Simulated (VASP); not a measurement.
# BeS (F-43m) in VASP: notebook

Aim: see how the results for BeS move with the level of theory and the settings. Levels: r2SCAN, PBE0. Tasks: single point.

All numbers are computed with VASP 6.6.1; they aren't measurements. Logs are shortened: lines on timing, memory, paths and dates and some standing lists are left out, and cuts for length are marked.

**1. The cell of the first run**

It takes space group F-43m (No. 216, cubic). Conventional cell: a = 4.869 Å, b = 4.869 Å, c = 4.869 Å, α = 90.00°, β = 90.00°, γ = 90.00°. Within 2.8 Å of Be (site symmetry -43m) lie 4 S at 2.11 Å. Within 2.8 Å of S (site symmetry -43m) lie 4 Be at 2.11 Å.

**2. Single point, r2SCAN**

Contents of POSCAR:

```
BeS
1.0
    0.0000000000      2.4343062304      2.4343062304
    2.4343062304      0.0000000000      2.4343062304
    2.4343062304      2.4343062304      0.0000000000
Be S
1 1
Direct
    0.0000000000      0.0000000000      0.0000000000
    0.2500000000      0.2500000000      0.2500000000
```

Contents of INCAR.step1:

```
SYSTEM = BeS
ALGO = Normal
EDIFF = 1E-4
ENCUT = 520
GGA = PE
ISMEAR = 0
LASPH = .True.
LCHARG = .False.
LREAL = .False.
LWAVE = .True.
NBANDS = 11
NELM = 100
PREC = Accurate
SIGMA = 0.01
```

Contents of INCAR.step2:

```
SYSTEM = BeS
ALGO = Normal
EDIFF = 1E-6
ENCUT = 520
ISIF = 2
ISMEAR = 0
ISTART = 1
LASPH = .True.
LCHARG = .False.
LMIXTAU = .True.
LREAL = .False.
LWAVE = .False.
METAGGA = R2SCAN
NBANDS = 11
NELM = 100
PREC = Accurate
SIGMA = 0.01
```

Contents of KPOINTS:

```
k-points
0
Gamma
  6 6 6
  0 0 0
```

Potentials or basis: VASP PAW PBE potentials, release 64 (Be, S).

Run with:

```console
> cat potpaw_PBE.64/Be/POTCAR potpaw_PBE.64/S/POTCAR > POTCAR
> cp INCAR.step1 INCAR
> mpirun -np 1 vasp_std > vasp.out
> cp INCAR.step2 INCAR
> mpirun -np 1 vasp_std > vasp.out
```

OUTCAR:

```text
SYSTEM = BeS
   EDIFF = 1E-6
   ENCUT = 520
   ISIF = 2
   ISMEAR = 0
   ISTART = 1
   LASPH = .True.
   LREAL = .False.
   METAGGA = R2SCAN
   NELM = 100
   PREC = Accurate

 ion  position               nearest neighbor table
   1  0.000  0.000  0.000-   2 2.11   2 2.11   2 2.11   2 2.11
   2  0.250  0.250  0.250-   1 2.11   1 2.11   1 2.11   1 2.11

  LATTYP: Found a face centered cubic cell.
 ALAT       =     4.8686124608

  Lattice vectors:

 A1 = (   0.0000000000,   2.4343062304,   2.4343062304)
 A2 = (   2.4343062304,   0.0000000000,   2.4343062304)
 A3 = (   2.4343062304,   2.4343062304,   0.0000000000)

Analysis of symmetry for initial positions (statically):
=====================================================================
 Subroutine PRICEL returns:
 Original cell was already a primitive cell.

 Routine SETGRP: Setting up the symmetry group for a
 face centered cubic supercell.

 Subroutine GETGRP returns: Found 24 space group operations
 (whereof 24 operations were pure point group operations)
 out of a pool of 48 trial point group operations.

The static configuration has the point symmetry T_d .

Analysis of symmetry for dynamics (positions and initial velocities):
=====================================================================
 Subroutine PRICEL returns:
 Original cell was already a primitive cell.

 Routine SETGRP: Setting up the symmetry group for a
 face centered cubic supercell.

 Subroutine GETGRP returns: Found 24 space group operations
 (whereof 24 operations were pure point group operations)
 out of a pool of 48 trial point group operations.

The dynamic configuration has the point symmetry T_d .

 Subroutine INISYM returns: Found 24 space group operations
 (whereof 24 operations are pure point group operations),
 and found     1 'primitive' translations

----------------------------------------------------------------------------------------

                                     Primitive cell

  volume of cell :      28.8507

  direct lattice vectors                    reciprocal lattice vectors
     0.000000000  2.434306230  2.434306230    -0.205397330  0.205397330  0.205397330
     2.434306230  0.000000000  2.434306230     0.205397330 -0.205397330  0.205397330
     2.434306230  2.434306230  0.000000000     0.205397330  0.205397330 -0.205397330

  length of vectors
     3.442628886  3.442628886  3.442628886     0.355758611  0.355758611  0.355758611

  position of ions in fractional coordinates (direct lattice)
     0.000000000  0.000000000  0.000000000
     0.250000000  0.250000000  0.250000000

  ion indices of the primitive-cell ions
   primitive index   ion index
                 1           1
                 2           2

----------------------------------------------------------------------------------------

 KPOINTS: k-points

Automatic generation of k-mesh.
 Grid dimensions read from file:
 generate k-points for:    6    6    6

 Generating k-lattice:

  Cartesian coordinates                     Fractional coordinates (reciprocal lattice)
    -0.034232888  0.034232888  0.034232888     0.166666667  0.000000000  0.000000000
     0.034232888 -0.034232888  0.034232888     0.000000000  0.166666667  0.000000000
     0.034232888  0.034232888 -0.034232888     0.000000000  0.000000000  0.166666667

  Length of vectors
     0.059293102  0.059293102  0.059293102

  Shift w.r.t. Gamma in fractional coordinates (k-lattice)
     0.000000000  0.000000000  0.000000000

 Subroutine IBZKPT returns following result:
 ===========================================

 Found     16 irreducible k-points:

 Following reciprocal coordinates:
            Coordinates               Weight
  0.000000  0.000000  0.000000      1.000000
  0.166667  0.000000  0.000000      8.000000
  0.333333  0.000000  0.000000      8.000000
  0.500000  0.000000  0.000000      4.000000
  0.166667  0.166667  0.000000      6.000000
  0.333333  0.166667  0.000000     24.000000
[... 8 lines left out ...]
 -0.333333  0.333333  0.166667     24.000000
 -0.333333  0.500000  0.166667     12.000000
   k-points           NKPTS =     16   k-points in BZ     NKDIM =     16   number of bands    NBANDS=     11
   number of dos      NEDOS =    301   number of ions     NIONS =      2
   total plane-waves  NPLWV =  21952
   dimension x,y,z NGX =    28 NGY =   28 NGZ =   28
   dimension x,y,z NGXF=    56 NGYF=   56 NGZF=   56
   ions per type =               1   1
   NGX,Y,Z   is equivalent  to a cutoff of  13.52, 13.52, 13.52 a.u.
   NGXF,Y,Z  is equivalent  to a cutoff of  27.04, 27.04, 27.04 a.u.
 SYSTEM =  BeS
   PREC   = accura    normal or accurate (medium, high low for compatibility)
   ISTART =      1    job   : 0-new  1-cont  2-samecut
   ICHARG =      0    charge: 1-file 2-atom 10-const
   ISPIN  =      1    spin polarized calculation?
   LNONCOLLINEAR =      F non collinear calculations
   LSORBIT =      F    spin-orbit coupling
   LASPH  =      T    aspherical Exc in radial PAW
   ENCUT  =  520.0 eV  38.22 Ry    6.18 a.u.   6.40  6.40  6.40*2*pi/ulx,y,z
   NELM   =    100;   NELMIN=  2; NELMDL=  0     # of ELM steps
   EDIFF  = 0.1E-05   stopping-criterion for ELM
   LREAL  =      F    real-space projection
   EDIFFG = 0.1E-04   stopping-criterion for IOM
   NSW    =      0    number of steps for IOM
   IBRION =     -1    ionic relax: 0-MD 1-quasi-New 2-CG
   NFREE  =      0    steps in history (QN), initial steepest desc. (CG)
   ISIF   =      2    stress and relaxation
   ISYM   =      2    0-nonsym 1-usesym 2-fastsym
   POTIM  = 0.5000    time-step for ionic-motion
   TEBEG  =    0.0;   TEEND  =   0.0 temperature during run
   PSTRESS=    0.0 pullay stress
   NELECT =       8.0000    total number of electrons
   NUPDOWN=      -1.0000    fix difference up-down
   EMIN   =  10.00;   EMAX   =-10.00  energy-range for DOS
   EFERMI =   0.00;   METHOD = LEGACY
   ISMEAR =     0;   SIGMA  =   0.01  broadening in eV -4-tet -1-fermi 0-gaus
   EFERMI_NEDOS =   21; number of points for ismear=-14 and -15
   IALGO  =     38    algorithm
   IMIX   =      4    mixing-type and parameters
     AMIX     =   0.40;   BMIX     =  1.00
     AMIX_MAG =   1.60;   BMIX_MAG =  1.00
  volume/ion in A,a.u.               =      14.43        97.35
  Fermi-wavevector in a.u.,A,eV,Ry     =   1.067545  2.017368 15.505918  1.139653
  Thomas-Fermi vector in A             =   2.203165
   LORBIT       =      0    0 simple, 1 ext, 2 COOP (PROOUT), +10 PAW based schemes
   METAGGA = R2SCAN    functional components
   LHFCALC =     F    Hartree Fock is set to
   AEXX    =    0.0000 exact exchange contribution
   IVDW    =     0    specifies the selected vdW correction
   LEPSILON=     F    determine dielectric tensor
   LRPA    =     F    only Hartree local field effects (RPA)
 non-spin polarized calculation
 Gauss-broadening in eV      SIGMA  =   0.01
  energy-cutoff  :      520.00
  volume of cell :       28.85
 maximum number of plane-waves:       791
 NGX is ok and might be reduce to    28
   NGX = 13   NGY = 13   NGZ = 13

 number of electron       7.9999999 magnetization

 Free energy of the ion-electron system (eV)
  ---------------------------------------------------
  ext. energy  EPLUGINS =         0.00000000
  ---------------------------------------------------
  free energy    TOTEN  =       -14.78424837 eV

  energy without entropy =      -14.78424837  energy(sigma->0) =      -14.78424837

 E-fermi :   3.8956     XC(G=0): -10.1328

 val. band max:        3.8500305078   @ k =   0.0000   0.0000   0.0000
 cond. band min:       7.4474965868   @ k =   0.5000   0.5000   0.0000
 fundamental gap:      3.5974660790
 Fermi energy:         3.8955859921

 k-point     1 :       0.0000    0.0000    0.0000
  band No.  band energies     occupation
      1     -10.3670      2.00000
      2       3.8500      2.00000
      3       3.8500      2.00000
      4       3.8500      2.00000
      5      10.1133      0.00000
      6      10.1133      0.00000
      7      10.1133      0.00000
      8      10.4344      0.00000
      9      17.2512      0.00000
     10      17.2512      0.00000
     11      19.6603      0.00000

 k-point     2 :       0.1667    0.0000    0.0000
  band No.  band energies     occupation
      1     -10.0475      2.00000
      2       1.9539      2.00000
      3       3.5257      2.00000
      4       3.5257      2.00000
      5      10.0607      0.00000
      6      10.6939      0.00000
      7      10.6939      0.00000
      8      12.4023      0.00000
      9      16.3496      0.00000
     10      16.3496      0.00000
     11      19.3741      0.00000

 k-point     3 :       0.3333    0.0000    0.0000
  band No.  band energies     occupation
      1      -9.2539      2.00000
      2      -0.7778      2.00000
      3       3.0172      2.00000
      4       3.0172      2.00000
      5       9.9607      0.00000
      6      11.1111      0.00000
      7      11.1111      0.00000
      8      15.0315      0.00000
      9      17.1546      0.00000
     10      17.1546      0.00000
     11      19.0224      0.00000

 k-point     4 :       0.5000    0.0000    0.0000
  band No.  band energies     occupation
      1      -8.7215      2.00000
      2      -2.0338      2.00000
      3       2.8082      2.00000
      4       2.8082      2.00000
      5       9.9084      0.00000
      6      10.9935      0.00000
      7      10.9935      0.00000
      8      15.8533      0.00000
      9      19.5258      0.00000
     10      19.5258      0.00000
     11      20.0399      0.00000
[... 127 lines left out ...]
 k-point    14 :       0.5000    0.3333    0.1667
  band No.  band energies     occupation
      1      -8.6682      2.00000
      2      -0.6066      2.00000
      3       0.8233      2.00000
      4       1.9316      2.00000
      5      10.1655      0.00000
      6      11.4480      0.00000
      7      12.3125      0.00000
      8      14.9305      0.00000
      9      17.2345      0.00000
     10      19.4210      0.00000
     11      21.5124      0.00000

 k-point    15 :      -0.3333    0.3333    0.1667
  band No.  band energies     occupation
      1      -8.2806      2.00000
      2      -1.0927      2.00000
      3       0.3566      2.00000
      4       1.4524      2.00000
      5      10.5447      0.00000
      6      11.5136      0.00000
      7      13.9749      0.00000
      8      14.8811      0.00000
      9      15.8766      0.00000
     10      20.2533      0.00000
     11      21.2123      0.00000

 k-point    16 :      -0.3333    0.5000    0.1667
  band No.  band energies     occupation
      1      -8.1219      2.00000
      2      -0.8469      2.00000
      3       0.3850      2.00000
      4       0.6477      2.00000
      5       9.5043      0.00000
      6      11.0641      0.00000
      7      14.6817      0.00000
      8      15.0665      0.00000
      9      19.1228      0.00000
     10      19.4233      0.00000
     11      21.7801      0.00000

------------------------ aborting loop because EDIFF is reached ----------------------------------------

  FORCE on cell =-STRESS in cart. coord.  units (eV):
  Direction    XX          YY          ZZ          XY          YZ          ZX
  --------------------------------------------------------------------------------------
  -------------------------------------------------------------------------------------
  Total        0.0553587      0.0553587      0.0553587      0.0000000      0.0000000      0.0000000
  in kB        3.0742619      3.0742619      3.0742619      0.0000000      0.0000000      0.0000000
  external PRESSURE =       3.0742619 kB  Pullay stress =       0.0000000 kB

 VOLUME and BASIS-vectors are now :
 -----------------------------------------------------------------------------
  energy-cutoff  :      520.00
  volume of cell :       28.85
      direct lattice vectors                 reciprocal lattice vectors
     0.000000000  2.434306230  2.434306230    -0.205397330  0.205397330  0.205397330
     2.434306230  0.000000000  2.434306230     0.205397330 -0.205397330  0.205397330
     2.434306230  2.434306230  0.000000000     0.205397330  0.205397330 -0.205397330

 POSITION                                       TOTAL-FORCE (eV/Angst)
 -----------------------------------------------------------------------------------
      0.00000      0.00000      0.00000        -0.000000     -0.000000     -0.000000
      1.21715      1.21715      1.21715         0.000000      0.000000      0.000000
 -----------------------------------------------------------------------------------
    total drift:                                0.000000      0.000000      0.000000

  FREE ENERGIE OF THE ION-ELECTRON SYSTEM (eV)
  ---------------------------------------------------
  free  energy   TOTEN  =       -14.7842483743 eV

  energy  without entropy=      -14.7842483743  energy(sigma->0) =      -14.78424837
```

It used 29 s of CPU time on 1 thread of AMD EPYC 7R13 Processor (Zen 3), with other jobs on the host.

What came out:

```yaml
Free_energy: -14.7842 eV
Pressure: 0.3 GPa
Band_gap_on_the_k_mesh: 3.60 eV, indirect (least direct gap 6.26 eV)
```

Levels at points of the mesh, in eV from the valence-band top:
| k point | band 1 | band 2 | band 3 | band 4 | band 5 | band 6 | band 7 | band 8 |
| --- | --- | --- | --- | --- | --- | --- | --- | --- |
| (0.00, 0.00, 0.00) | -14.22 | 0.00 | 0.00 | 0.00 | 6.26 | 6.26 | 6.26 | 6.58 |
| (0.50, 0.00, 0.00) | -12.57 | -5.88 | -1.04 | -1.04 | 6.06 | 7.14 | 7.14 | 12.00 |
| (0.50, 0.50, 0.00) | -12.01 | -5.13 | -2.67 | -2.67 | 3.60 | 5.39 | 13.77 | 13.77 |

Caveat: the PAW data sets were made with another functional, which shifts forces and pressure a little. r2SCAN opens gaps a little over a GGA but as a rule still falls short of measured ones.

(Part 1 of 2 ends here.)
